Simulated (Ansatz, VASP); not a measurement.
Two plane-wave programs on Li2S

Contents of POSCAR:

```
Li2S
1.0
    0.0000000000      2.8452942165      2.8452942165
    2.8452942165      0.0000000000      2.8452942165
    2.8452942165      2.8452942165      0.0000000000
S Li
1 2
Direct
    0.0000000000      0.0000000000      0.0000000000
    0.2500000000      0.2500000000      0.2500000000
    0.7500000000      0.7500000000      0.7500000000
```

File INCAR.step1:

```
SYSTEM = Li2S
PREC = Accurate ; ENCUT = 650
EDIFF = 1E-5 ; ISMEAR = 0
SIGMA = 0.01 ; LREAL = .False.
LASPH = .True. ; NELM = 120
ALGO = Normal ; ISIF = 2
LWAVE = .True. ; LCHARG = .False.
GGA = PE ; NBANDS = 13
GGA_COMPAT = .False.
```

File INCAR.step2:

```
SYSTEM = Li2S
PREC = Accurate ; ENCUT = 650
EDIFF = 1E-6 ; ISMEAR = 0
SIGMA = 0.01 ; LREAL = .False.
LASPH = .True. ; NELM = 120
ALGO = Normal ; ISIF = 2
LWAVE = .False. ; LCHARG = .False.
GGA = PE ; LHFCALC = .True.
AEXX = 0.1 ; HFSCREEN = 0.1
PRECFOCK = Normal ; ISTART = 1
NBANDS = 13 ; GGA_COMPAT = .False.
```

KPOINTS

```
regular mesh
0
Gamma
  4 4 4
  0 0 0
```

Input for Ansatz:

```yaml
crystal:
  lattice:
    - [0.0, 2.8452942165, 2.8452942165]
    - [2.8452942165, 0.0, 2.8452942165]
    - [2.8452942165, 2.8452942165, 0.0]
  atoms:
    - { symbol: S, position: [0.0, 0.0, 0.0] }
    - { symbol: Li, position: [0.25, 0.25, 0.25] }
    - { symbol: Li, position: [0.75, 0.75, 0.75] }
kpoints:
  mp_grid: { grid: [4, 4, 4] }
hamiltonian:
  xc: { exchange: pbe, correlation: pbe, exx: { coeff: 0.1, omega: 0.1 } }
scf:
  occupations: { method: fixed }
  n_extra_bands: 4
output:
  forces: true
  stress: true
  eigenvalues: true
```

Alike in both runs: task single point; functional PBE-based screened hybrid; k mesh 4 × 4 × 4; no spin polarisation.

```csv
,VASP,Ansatz
version,VASP 6.6.1,Ansatz 0.2.0
potentials or method,"VASP PAW PBE potentials, release 64 (S, Li_sv)",plane waves
plane-wave cutoff (eV),650,420
occupations,"gaussian, width 0.01 eV",fixed
valence electrons in the cell,12,12
```

```csv
,VASP,Ansatz,Ansatz less VASP
gap on the k mesh at the Fermi level (eV),3.89,3.89,-0.003
pressure (GPa),-0.1,0.1,+0.20
```

VASP's potentials were made for PBE, not for PBE-based screened hybrid. Ansatz's warnings: stress exchange threshold loose, stress scf threshold loose.

The k mesh is coarse, so the values compare programs but aren't converged.
